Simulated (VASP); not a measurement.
Wanted: the native input for a VASP 6.6.1 run.

```
Task                   : single point
Functional             : PBE
Potentials or basis    : VASP PAW PBE potentials, release 64 (Rh_pv)
Cutoff                 : 520 eV
k mesh                 : 21 × 21 × 12
Occupations            : gaussian, width 0.15 eV
Spin                   : no spin polarisation
Dipole correction      : no
Further INCAR settings : ALGO = Fast; EDIFF = 1e-06; NBANDS = 22
```

The structure of Rh lies in POSCAR:

```
Rh
1.0
    2.8901065830      0.0000000000      0.0000000000
   -1.4450532915      2.5029057205      0.0000000000
    0.0000000000      0.0000000000      4.2487456877
Rh
2
Direct
    0.6666666667      0.3333333333      0.7500000000
    0.3333333333      0.6666666667      0.2500000000
```

This isn't the form of Rh at room conditions, which is fcc.

The input as run:

INCAR

```
SYSTEM = Rh
PREC = Accurate
ENCUT = 520
EDIFF = 1E-6
ISMEAR = 0
SIGMA = 0.15
LREAL = .False.
LASPH = .True.
NELM = 80
ALGO = Fast
ISIF = 2
LWAVE = .False.
LCHARG = .False.
GGA = PE
NBANDS = 22
```

KPOINTS

```
regular mesh
0
Gamma
  21 21 12
  0 0 0
```

Potentials or basis: VASP PAW PBE potentials, release 64 (Rh_pv).

The run is started by

```console
$ cat potpaw_PBE.64/Rh_pv/POTCAR > POTCAR
$ mpirun -np 1 vasp_std > vasp.out
```

It gave:

The pressure is -15.3 GPa and the band gap on the k mesh is zero (bands 15 and 16 overlap by 1.67 eV).

Caveat: the cell stands under tension.

Run time: 3.4 min on 1 thread of Intel Xeon 8259CL (shared host), peak memory 0.29 GiB.
